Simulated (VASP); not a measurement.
Here is a VASP 6.6.1 calculation.

Contents of POSCAR:

```
In
1.0
   -1.8821514374      1.8821514374      1.8821514374
    1.8821514374     -1.8821514374      1.8821514374
    1.8821514374      1.8821514374     -1.8821514374
In
1
Direct
    0.0000000000      0.0000000000      0.0000000000
```

INCAR.step1

```
SYSTEM = In
PREC     = Accurate       ! precision mode
ENCUT    = 520            ! plane-wave cutoff, eV
EDIFF    = 1E-5           ! SCF threshold, eV
ISMEAR   = -1             ! smearing method
SIGMA    = 0.1            ! smearing width, eV
LREAL    = .FALSE.        ! projectors in reciprocal space
LASPH    = .TRUE.         ! aspherical terms in the spheres
NELM     = 80             ! most SCF steps
ALGO     = Normal         ! electronic algorithm
ISIF     = 2              ! what is computed and relaxed
LWAVE    = .TRUE.         ! write WAVECAR
LCHARG   = .FALSE.        ! write CHGCAR
NBANDS   = 12             ! bands
GGA      = PE             ! functional
```

The input INCAR.step2:

```
SYSTEM = In
PREC     = Accurate       ! precision mode
ENCUT    = 520            ! plane-wave cutoff, eV
EDIFF    = 1E-6           ! SCF threshold, eV
ISMEAR   = -1             ! smearing method
SIGMA    = 0.1            ! smearing width, eV
LREAL    = .FALSE.        ! projectors in reciprocal space
LASPH    = .TRUE.         ! aspherical terms in the spheres
NELM     = 80             ! most SCF steps
ALGO     = Normal         ! electronic algorithm
ISIF     = 2              ! what is computed and relaxed
LWAVE    = .FALSE.        ! write WAVECAR
LCHARG   = .FALSE.        ! write CHGCAR
METAGGA  = R2SCAN         ! meta-GGA
LHFCALC  = .TRUE.         ! exact exchange
AEXX     = 0.25           ! exact-exchange fraction
LMIXTAU  = .TRUE.       
PRECFOCK = Normal       
NBANDS   = 12             ! bands
ISTART   = 1
```

Contents of KPOINTS:

```
Automatic mesh
0
G
  6 6 6
  0 0 0
```

Potentials or basis: VASP PAW PBE potentials, release 64 (In_d).

Launch:

```bash
$ cat potpaw_PBE.64/In_d/POTCAR > POTCAR
$ cp INCAR.step1 INCAR
$ mpirun -np 1 vasp_std > vasp.out
$ cp INCAR.step2 INCAR
$ mpirun -np 1 vasp_std > vasp.out
```

Question: Predict the pressure.

Answer: -1.6 GPa.

Question: Estimate the band gap on the k mesh.

Answer: Zero (an odd number of electrons rules out a gap without spin polarisation).

Caveat: the k points lie up to 0.39 Å⁻¹ apart, too coarse for converged energies and pressures of a metal; the PAW data sets were made with another functional, which shifts forces and pressure a little; spin-orbit coupling is left out, which moves the levels of the heavy elements.
